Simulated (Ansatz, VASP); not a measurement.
# ScAs5 in VASP and in Ansatz

Contents of INCAR:

```
SYSTEM = ScAs5
ALGO = Normal
EDIFF = 1E-6
ENCUT = 520
GGA = PE
ISIF = 2
ISMEAR = 0
LASPH = .True.
LCHARG = .False.
LREAL = .False.
LWAVE = .False.
NBANDS = 27
NELM = 100
PREC = Accurate
SIGMA = 0.1
```

KPOINTS

```
k-points
0
Gamma
  4 4 4
  0 0 0
```

File POSCAR:

```
ScAs5
1.0
    0.0000000000      4.0602516300      4.0602516300
    4.0602516300      0.0000000000      4.0602516300
    4.0602516300      4.0602516300      0.0000000000
Sc As
1 5
Direct
    0.0000000000      0.0000000000      0.0000000000
    0.3750000000      0.3750000000      0.8750000000
    0.3750000000      0.8750000000      0.3750000000
    0.8750000000      0.3750000000      0.3750000000
    0.3750000000      0.3750000000      0.3750000000
    0.7500000000      0.7500000000      0.7500000000
```

Input for Ansatz:

```yaml
crystal:
  lattice:
    - [0.0, 4.06025163, 4.06025163]
    - [4.06025163, 0.0, 4.06025163]
    - [4.06025163, 4.06025163, 0.0]
  atoms:
    - { symbol: Sc, position: [0.0, 0.0, 0.0] }
    - { symbol: As, position: [0.375, 0.375, 0.875] }
    - { symbol: As, position: [0.375, 0.875, 0.375] }
    - { symbol: As, position: [0.875, 0.375, 0.375] }
    - { symbol: As, position: [0.375, 0.375, 0.375] }
    - { symbol: As, position: [0.75, 0.75, 0.75] }
basis:
  ecutwfc: 420
kpoints:
  mp_grid: { grid: [4, 4, 4] }
hamiltonian:
  xc: pbe
scf:
  occupations: { method: gaussian, width: 0.1 }
  lower_state_search: "off"
output:
  forces: true
  stress: true
  eigenvalues: true
```

Change from the starting cell: species swapped into the ErCu5 type (F-43m, No. 216).

Alike in both runs: task single point; functional PBE; k mesh 4 × 4 × 4; occupations gaussian, width 0.1 eV; no spin polarisation.

```csv
,VASP,Ansatz
version,VASP 6.6.1,Ansatz 0.2.0
potentials or method,"VASP PAW PBE potentials, release 64 (Sc_sv, As), cutoff 520 eV","scalar-relativistic, plane waves, PAW"
valence electrons in the cell,36,86
```

|  | VASP | Ansatz | Ansatz less VASP |
| --- | --- | --- | --- |
| gap on the k mesh at the Fermi level (eV) | none | none | - |
| pressure (GPa) | -7.4 | -7.5 | -0.06 |

A gap of «none» marks a metal or a gap that the smearing closes. VASP's potentials hold 36 valence electrons a cell and Ansatz's 86, so a difference there can come from the potentials and not from the codes.
